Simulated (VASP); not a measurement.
# SiO2 (I-42d) in VASP: a series of runs

The runs below take SiO2 through single point, with PBEsol.

All numbers are computed with VASP 6.6.1; they aren't measurements. Logs are shortened: lines on timing, memory, paths and dates and some standing lists are left out, and cuts for length are marked.

### Step 1. The cell of the first run

The structure is tetragonal, space group I-42d (No. 122). Conventional cell: a = 4.748 Å, b = 4.748 Å, c = 7.488 Å, α = 90.00°, β = 90.00°, γ = 90.00°. Within 2.2 Å of Si (site symmetry -4) lie 4 O at 1.62 Å. Within 2.2 Å of O (site symmetry 2) lie 2 Si at 1.62 Å.

### Step 2. Single point, PBEsol

Input file INCAR:

```
ALGO     = Normal         # electronic algorithm
EDIFF    = 1E-7           # SCF threshold, eV
ENCUT    = 520            # plane-wave cutoff, eV
GGA      = PS             # functional
ISIF     = 2              # what is computed and relaxed
ISMEAR   = 0              # smearing method
LASPH    = T              # aspherical terms in the spheres
LCHARG   = F              # write CHGCAR
LREAL    = F              # projectors in reciprocal space
LWAVE    = F              # write WAVECAR
NBANDS   = 25             # bands
NELM     = 80             # most SCF steps
PREC     = Accurate       # precision mode
SIGMA    = 0.01           # smearing width, eV
```

Input file KPOINTS:

```
k-points
0
Gamma
  6 6 6
```

Input file POSCAR:

```
SiO2
1.0
   -2.3740500000      2.3740500000      3.7440000000
    2.3740500000     -2.3740500000      3.7440000000
    2.3740500000      2.3740500000     -3.7440000000
Si O
2 4
Direct
    0.0000000000      0.0000000000      0.0000000000
    0.7500000000      0.2500000000      0.5000000000
    0.9983800000      0.6250000000      0.8733800000
    0.3750000000      0.2483800000      0.3733800000
    0.7516200000      0.1250000000      0.1266200000
    0.8750000000      0.0016200000      0.6266200000
```

Potentials or basis: VASP PAW PBE potentials, release 64 (Si, O).

Run with:

```console
$ cat potpaw_PBE.64/Si/POTCAR potpaw_PBE.64/O/POTCAR > POTCAR
$ mpirun -np 1 vasp_std > vasp.out
```

OUTCAR:

```text
EDIFF = 1E-7
   ENCUT = 520
   GGA = PS
   ISIF = 2
   ISMEAR = 0
   LASPH = T
   LREAL = F
   NELM = 80
   PREC = Accurate

 ion  position               nearest neighbor table
   1  0.000  0.000  0.000-   3 1.62   4 1.62   5 1.62   6 1.62   2 3.02   2 3.02   2 3.02   2 3.02

   2  0.750  0.250  0.500-   3 1.62   4 1.62   5 1.62   6 1.62   1 3.02   1 3.02   1 3.02   1 3.02

   3  0.998  0.625  0.873-   1 1.62   2 1.62
   4  0.375  0.248  0.373-   1 1.62   2 1.62
   5  0.752  0.125  0.127-   1 1.62   2 1.62
   6  0.875  0.002  0.627-   1 1.62   2 1.62

  LATTYP: Found a body centered tetragonal cell.
 ALAT       =     4.7481000000
 C/A-ratio  =     1.5770518734

  Lattice vectors:

 A1 = (  -2.3740500000,   2.3740500000,   3.7440000000)
 A2 = (   2.3740500000,  -2.3740500000,   3.7440000000)
 A3 = (   2.3740500000,   2.3740500000,  -3.7440000000)

Analysis of symmetry for initial positions (statically):
=====================================================================
 Subroutine PRICEL returns:
 Original cell was already a primitive cell.

 Routine SETGRP: Setting up the symmetry group for a
 body centered tetragonal supercell.

 Subroutine GETGRP returns: Found  8 space group operations
 (whereof  4 operations were pure point group operations)
 out of a pool of 16 trial point group operations.

The static configuration has the point symmetry S_4 .
 The point group associated with its full space group is D_2d.

Analysis of symmetry for dynamics (positions and initial velocities):
=====================================================================
 Subroutine PRICEL returns:
 Original cell was already a primitive cell.

 Routine SETGRP: Setting up the symmetry group for a
 body centered tetragonal supercell.

 Subroutine GETGRP returns: Found  8 space group operations
 (whereof  4 operations were pure point group operations)
 out of a pool of 16 trial point group operations.

The dynamic configuration has the point symmetry S_4 .
 The point group associated with its full space group is D_2d.

 Subroutine INISYM returns: Found  8 space group operations
 (whereof  4 operations are pure point group operations),
 and found     1 'primitive' translations

----------------------------------------------------------------------------------------

                                     Primitive cell

  volume of cell :      84.4064

  direct lattice vectors                    reciprocal lattice vectors
    -2.374050000  2.374050000  3.744000000     0.000000000  0.210610560  0.133547009
     2.374050000 -2.374050000  3.744000000     0.210610560  0.000000000  0.133547009
     2.374050000  2.374050000 -3.744000000     0.210610560  0.210610560  0.000000000

  length of vectors
     5.028892801  5.028892801  5.028892801     0.249382460  0.249382460  0.297848310

  position of ions in fractional coordinates (direct lattice)
     0.000000000  0.000000000  0.000000000
     0.750000000  0.250000000  0.500000000
     0.998380000  0.625000000  0.873380000
     0.375000000  0.248380000  0.373380000
     0.751620000  0.125000000  0.126620000
     0.875000000  0.001620000  0.626620000

  ion indices of the primitive-cell ions
   primitive index   ion index
                 1           1
                 2           2
                 3           3
                 4           4
                 5           5
                 6           6

----------------------------------------------------------------------------------------

 KPOINTS: k-points

Automatic generation of k-mesh.
 Grid dimensions read from file:
 generate k-points for:    6    6    6

 Generating k-lattice:

  Cartesian coordinates                     Fractional coordinates (reciprocal lattice)
     0.000000000  0.035101760  0.022257835     0.166666667  0.000000000  0.000000000
     0.035101760  0.000000000  0.022257835     0.000000000  0.166666667  0.000000000
     0.035101760  0.035101760  0.000000000     0.000000000  0.000000000  0.166666667

  Length of vectors
     0.041563743  0.041563743  0.049641385

  Shift w.r.t. Gamma in fractional coordinates (k-lattice)
     0.000000000  0.000000000  0.000000000

 Subroutine IBZKPT returns following result:
 ===========================================

 Found     30 irreducible k-points:

 Following reciprocal coordinates:
            Coordinates               Weight
  0.000000  0.000000  0.000000      1.000000
  0.166667  0.000000  0.000000      8.000000
  0.333333 -0.000000  0.000000      8.000000
  0.500000  0.000000  0.000000      4.000000
  0.166667  0.166667  0.000000      8.000000
  0.333333  0.166667  0.000000     16.000000
[... 16 lines left out ...]
 -0.333333 -0.333333  0.166667      8.000000
 -0.166667 -0.333333  0.166667      8.000000
 [... further k-points ...]
   k-points           NKPTS =     30   k-points in BZ     NKDIM =     30   number of bands    NBANDS=     25
   number of dos      NEDOS =    301   number of ions     NIONS =      6
   total plane-waves  NPLWV =  64000
   dimension x,y,z NGX =    40 NGY =   40 NGZ =   40
   dimension x,y,z NGXF=    80 NGYF=   80 NGZF=   80
   ions per type =               2   4
   NGX,Y,Z   is equivalent  to a cutoff of  13.22, 13.22, 13.22 a.u.
   NGXF,Y,Z  is equivalent  to a cutoff of  26.45, 26.45, 26.45 a.u.
 SYSTEM =  unknown system
   PREC   = accura    normal or accurate (medium, high low for compatibility)
   ISTART =      0    job   : 0-new  1-cont  2-samecut
   ICHARG =      2    charge: 1-file 2-atom 10-const
   ISPIN  =      1    spin polarized calculation?
   LNONCOLLINEAR =      F non collinear calculations
   LSORBIT =      F    spin-orbit coupling
   LASPH  =      T    aspherical Exc in radial PAW
   ENCUT  =  520.0 eV  38.22 Ry    6.18 a.u.   9.35  9.35  9.35*2*pi/ulx,y,z
   NELM   =     80;   NELMIN=  2; NELMDL= -5     # of ELM steps
   EDIFF  = 0.1E-06   stopping-criterion for ELM
   LREAL  =      F    real-space projection
   EDIFFG = 0.1E-05   stopping-criterion for IOM
   NSW    =      0    number of steps for IOM
   IBRION =     -1    ionic relax: 0-MD 1-quasi-New 2-CG
   NFREE  =      0    steps in history (QN), initial steepest desc. (CG)
   ISIF   =      2    stress and relaxation
   ISYM   =      2    0-nonsym 1-usesym 2-fastsym
   POTIM  = 0.5000    time-step for ionic-motion
   TEBEG  =    0.0;   TEEND  =   0.0 temperature during run
   PSTRESS=    0.0 pullay stress
   NELECT =      32.0000    total number of electrons
   NUPDOWN=      -1.0000    fix difference up-down
   EMIN   =  10.00;   EMAX   =-10.00  energy-range for DOS
   EFERMI =   0.00;   METHOD = LEGACY
   ISMEAR =     0;   SIGMA  =   0.01  broadening in eV -4-tet -1-fermi 0-gaus
   EFERMI_NEDOS =   21; number of points for ismear=-14 and -15
   IALGO  =     38    algorithm
   IMIX   =      4    mixing-type and parameters
     AMIX     =   0.40;   BMIX     =  1.00
     AMIX_MAG =   1.60;   BMIX_MAG =  1.00
  volume/ion in A,a.u.               =      14.07        94.93
  Fermi-wavevector in a.u.,A,eV,Ry     =   1.184858  2.239057 19.101062  1.403888
  Thomas-Fermi vector in A             =   2.321064
   LORBIT       =      0    0 simple, 1 ext, 2 COOP (PROOUT), +10 PAW based schemes
   GGA     = PS    functional components
   LHFCALC =     F    Hartree Fock is set to
   AEXX    =    0.0000 exact exchange contribution
   IVDW    =     0    specifies the selected vdW correction
   LEPSILON=     F    determine dielectric tensor
   LRPA    =     F    only Hartree local field effects (RPA)
 non-spin polarized calculation
 Gauss-broadening in eV      SIGMA  =   0.01
  energy-cutoff  :      520.00
  volume of cell :       84.41
 maximum number of plane-waves:      2317
 NGX is ok and might be reduce to    40
   NGX = 19   NGY = 19   NGZ = 19

 number of electron      32.0000012 magnetization

 Free energy of the ion-electron system (eV)
  ---------------------------------------------------
  ext. energy  EPLUGINS =         0.00000000
  ---------------------------------------------------
  free energy    TOTEN  =       -49.29778480 eV

  energy without entropy =      -49.29778480  energy(sigma->0) =      -49.29778480

 E-fermi :  -0.1467     XC(G=0):  -8.7112

 val. band max:       -0.1982990852   @ k =   0.0000   0.0000   0.0000
 cond. band min:       5.7745434883   @ k =   0.0000   0.0000   0.0000
 fundamental gap:      5.9728425735
 Fermi energy:        -0.1467430950

 k-point     1 :       0.0000    0.0000    0.0000
  band No.  band energies     occupation
      1     -19.2425      2.00000
      2     -17.0966      2.00000
      3     -17.0760      2.00000
      4     -17.0760      2.00000
      5      -9.0178      2.00000
      6      -5.4897      2.00000
[... 17 lines left out ...]
     24      13.4913      0.00000
     25      13.8269      0.00000

 k-point     2 :       0.1667    0.0000    0.0000
  band No.  band energies     occupation
      1     -19.1545      2.00000
      2     -17.2280      2.00000
      3     -17.1008      2.00000
      4     -17.0763      2.00000
      5      -8.8196      2.00000
      6      -5.5704      2.00000
[... 17 lines left out ...]
     24      13.1587      0.00000
     25      13.6584      0.00000

 k-point     3 :       0.3333   -0.0000    0.0000
  band No.  band energies     occupation
      1     -18.9318      2.00000
      2     -17.5576      2.00000
      3     -17.1171      2.00000
      4     -17.0863      2.00000
      5      -8.3677      2.00000
      6      -5.8147      2.00000
[... 552 lines left out ...]
 k-point    23 :      -0.3333   -0.3333    0.1667
  band No.  band energies     occupation
      1     -18.7287      2.00000
      2     -17.8259      2.00000
      3     -17.1171      2.00000
      4     -17.1107      2.00000
      5      -7.8743      2.00000
      6      -6.1867      2.00000
[... 17 lines left out ...]
     24      13.1798      0.00000
     25      13.6645      0.00000

 k-point    24 :      -0.1667   -0.3333    0.1667
  band No.  band energies     occupation
      1     -18.9435      2.00000
      2     -17.5543      2.00000
      3     -17.1042      2.00000
      4     -17.0934      2.00000
      5      -8.3166      2.00000
      6      -5.7822      2.00000
[... 17 lines left out ...]
     24      13.2580      0.00000
     25      13.8574      0.00000

 [... further k-points ...]
[... 5 lines left out ...]
  --------------------------------------------------------------------------------------
  -------------------------------------------------------------------------------------
  Total        1.2084672      1.2084672      0.1893125      0.0000000      0.0000000      0.0000000
  in kB       22.9387576     22.9387576      3.5934727      0.0000000      0.0000000      0.0000000
  external PRESSURE =      16.4903293 kB  Pullay stress =       0.0000000 kB

 VOLUME and BASIS-vectors are now :
 -----------------------------------------------------------------------------
  energy-cutoff  :      520.00
  volume of cell :       84.41
      direct lattice vectors                 reciprocal lattice vectors
    -2.374050000  2.374050000  3.744000000     0.000000000  0.210610560  0.133547009
     2.374050000 -2.374050000  3.744000000     0.210610560  0.000000000  0.133547009
     2.374050000  2.374050000 -3.744000000     0.210610560  0.210610560  0.000000000

 POSITION                                       TOTAL-FORCE (eV/Angst)
 -----------------------------------------------------------------------------------
      0.00000      0.00000      0.00000        -0.000000      0.000000     -0.000000
      0.00000      2.37405      1.87200        -0.000000      0.000000     -0.000000
      1.18702      2.95987      2.80800        -0.000000      0.026361      0.000000
      0.58582      1.18702      0.93600         0.026361      0.000000      0.000000
     -1.18702      1.78823      2.80800        -0.000000     -0.026361      0.000000
     -0.58582      3.56107      0.93600        -0.026361      0.000000      0.000000
 -----------------------------------------------------------------------------------
    total drift:                                0.000002      0.000002      0.000002

  FREE ENERGIE OF THE ION-ELECTRON SYSTEM (eV)
  ---------------------------------------------------
  free  energy   TOTEN  =       -49.2977847996 eV

  energy  without entropy=      -49.2977847996  energy(sigma->0) =      -49.29778480
```

Wall time 33 s (1 thread of Intel Xeon 6975P-C (Granite Rapids), shared host); peak memory 0.24 GiB.

What came out:

```
Free energy            : -49.2978 eV
Pressure               : 1.6 GPa
Largest force          : 0.026 eV/Å
Band gap on the k mesh : 5.97 eV, direct
```

Forces in eV/Å, atoms in the order of the input:
```
Si   0.000  0.000  0.000
Si   0.000  0.000  0.000
O    0.000  0.026  0.000
O    0.026  0.000  0.000
O    0.000 -0.026  0.000
O   -0.026  0.000  0.000
```

Levels at points of the mesh, in eV from the valence-band top:
```tsv
k point	band 12	band 13	band 14	band 15	band 16	band 17	band 18	band 19	band 20	band 21
(0.00, 0.00, 0.00)	-1.36	-1.33	-1.03	0.00	0.00	5.97	8.57	11.19	11.19	11.39
(0.50, 0.00, 0.00)	-1.46	-1.28	-0.68	-0.29	-0.18	8.31	9.17	9.96	10.12	11.08
(0.50, 0.50, 0.00)	-1.91	-0.75	-0.75	-0.24	-0.24	9.41	9.41	10.05	10.05	11.23
(0.50, 0.50, 0.50)	-1.95	-1.50	-1.50	-0.11	-0.11	8.97	8.97	9.59	9.59	12.18
```

Caveat: the PAW data sets were made with another functional, which shifts forces and pressure a little. Expect the measured gap to be larger: semilocal functionals such as PBEsol lack the derivative discontinuity.

[end of part 1 of 2]
